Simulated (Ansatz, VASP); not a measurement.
CaO in VASP and in Ansatz

Contents of POSCAR:

```
CaO
1.0
    0.0000000000      2.4133010747      2.4133010747
    2.4133010747      0.0000000000      2.4133010747
    2.4133010747      2.4133010747      0.0000000000
Ca O
1 1
Direct
    0.5000000000      0.5000000000      0.5000000000
    0.0000000000      0.0000000000      0.0000000000
```

The input INCAR.step1:

```
SYSTEM = CaO
  PREC = Accurate
  ENCUT = 1480
  ISMEAR = 0
  SIGMA = 0.05
  LREAL = .False.
  LASPH = .True.
  NELM = 120
  NBANDS = 15
  GGA = PE
  ALGO = Normal
  EDIFF = 1E-5
  LWAVE = .True.
  LCHARG = .False.
  GGA_COMPAT = .False.
```

Contents of INCAR.step2:

```
SYSTEM = CaO
  PREC = Accurate
  ENCUT = 1480
  EDIFF = 1E-6
  ISMEAR = 0
  SIGMA = 0.05
  LREAL = .False.
  LASPH = .True.
  NELM = 120
  ALGO = Normal
  ISIF = 2
  LWAVE = .False.
  LCHARG = .False.
  METAGGA = R2SCAN
  LMIXTAU = .True.
  NBANDS = 15
  ISTART = 1
  GGA_COMPAT = .False.
```

The input KPOINTS:

```
Automatic mesh
0
Gamma
  8 8 8
  0 0 0
```

Input for Ansatz:

```yaml
crystal:
  lattice:
    - [0.0, 2.4133010747, 2.4133010747]
    - [2.4133010747, 0.0, 2.4133010747]
    - [2.4133010747, 2.4133010747, 0.0]
  atoms:
    - { symbol: Ca, position: [0.5, 0.5, 0.5] }
    - { symbol: O, position: [0.0, 0.0, 0.0] }
basis:
  ecutwfc: 500
  ecutrho_ratio: 4
kpoints:
  mp_grid: { grid: [8, 8, 8] }
hamiltonian:
  xc: r2scan
scf:
  occupations: { method: gaussian, width: 0.05 }
output:
  forces: true
  stress: true
  eigenvalues: true
```

Alike in both runs: task single point; functional r2SCAN; k mesh 8 × 8 × 8; occupations gaussian, width 0.05 eV; no spin polarisation.

```csv
,VASP,Ansatz
version,VASP 6.6.1,Ansatz 0.2.0
potentials or method,"VASP PAW PBE potentials, release 64 (Ca_sv, O_h), cutoff 1480 eV","scalar-relativistic, plane waves, PAW"
valence electrons in the cell,16,16
```

VASP gave:

```
gap on the k mesh at the Fermi level (eV) : 4.20
least direct gap on the mesh (eV)         : 4.57
pressure (GPa)                            : -1.3
```

Q: Which values does Ansatz return?

A: gap on the k mesh at the Fermi level (eV): 4.20; least direct gap on the mesh (eV): 4.58; pressure (GPa): -2.2.

VASP's potentials were made for PBE, not for r2SCAN.
